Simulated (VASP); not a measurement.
AlFe:

```
Al Fe
1.0
     2.93382    0.00000    0.00000
     0.00000    2.93382    0.00000
     0.00000    0.00000    2.93382
Al Fe
1 1
Direct
  0.00000 0.00000 0.00000
  0.50000 0.50000 0.50000
```

| Quantity | Value |
| --- | --- |
| Program | VASP 6.6.1 |
| Task | relaxation of cell and atoms |
| Functional | PBEsol |
| Potentials or basis | VASP PAW PBE potentials, release 64 (Al, Fe) |
| Cutoff | 600 eV |
| k mesh | 6 × 6 × 6 |
| Occupations | fermi-dirac, width 0.1 eV |
| Spin | no spin polarisation |

At the start: pressure -15.0 GPa; volume 12.63 Å³/atom.

Task: How do energy, volume and symmetry change on relaxing?

Result: Over 5 steps the energy falls by 58.4 meV/atom and the volume is 11.48 Å³/atom (-9.0 %); space group Pm-3m (No. 221, to 0.1 Å) before and after.

Step by step:
| step | energy change (eV) | largest force (eV/Å) | pressure (GPa) | volume (Å³) |
| --- | --- | --- | --- | --- |
| 1 | 0.0000 | 0.0000 | -14.98 | 25.25 |
| 2 | -0.0217 | 0.0000 | 18.42 | 21.18 |
| 3 | -0.1168 | 0.0000 | -0.20 | 22.98 |
| 4 | -0.1168 | 0.0000 | 0.15 | 22.94 |
| 5 | -0.1168 | 0.0000 | -0.12 | 22.97 |

Final structure:
```yaml
crystal:
  lattice:
    - [2.84261, 0.00000, 0.00000]
    - [0.00000, 2.84261, 0.00000]
    - [0.00000, 0.00000, 2.84261]
  atoms:
    - { symbol: Al, position: [0.00000, 0.00000, 0.00000] }
    - { symbol: Fe, position: [0.50000, 0.50000, 0.50000] }
```

Caveat: the PAW data sets were made with another functional, which shifts forces and pressure a little; the run has no spin polarisation, though such a crystal can be magnetic.
